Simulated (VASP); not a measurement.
The system is Ga4As3P.

```
Ga P As
1.0
     5.49411    0.00000    0.00000
     0.00000    5.49411    0.00000
     0.00000    0.00000    5.49411
Ga P As
4 1 3
Direct
  0.25000 0.75000 0.25000
  0.25000 0.25000 0.75000
  0.75000 0.75000 0.75000
  0.75000 0.25000 0.25000
  0.00000 0.00000 0.00000
  0.00000 0.50000 0.50000
  0.50000 0.50000 0.00000
  0.50000 0.00000 0.50000
```

```yaml
Program: VASP 6.6.1
Task: relaxation of cell and atoms
Functional: PBE
Potentials_or_basis: VASP PAW PBE potentials, release 64 (Ga_d, P, As)
Cutoff: 600 eV
k_mesh: 4 × 4 × 4
Occupations: gaussian, width 0.1 eV
Spin: no spin polarisation
```

At the start: pressure 8.6 GPa; volume 20.73 Å³/atom.

Q: Where does the relaxation end?

A: Over 5 steps the energy falls by 62.8 meV/atom and the volume is 22.98 Å³/atom (+10.8 %); space group P-43m (No. 215, to 0.1 Å) before and after.

Step by step:
```tsv
step	energy change (eV)	largest force (eV/Å)	pressure (GPa)	volume (Å³)
1	0.0000	0.7295	8.63	165.84
2	-0.3984	0.1056	-2.99	194.12
3	-0.4909	0.2672	-0.21	184.59
4	-0.5007	0.1126	-0.08	184.13
5	-0.5027	0.0018	0.02	183.80
```

Final structure:
```
Ga P As
1.0
     5.68568    0.00000    0.00000
     0.00000    5.68568    0.00000
     0.00000    0.00000    5.68568
Ga P As
4 1 3
Direct
  0.24527 0.75473 0.24527
  0.24527 0.24527 0.75473
  0.75473 0.75473 0.75473
  0.75473 0.24527 0.24527
  0.00000 0.00000 0.00000
  0.00000 0.50000 0.50000
  0.50000 0.50000 0.00000
  0.50000 0.00000 0.50000
```
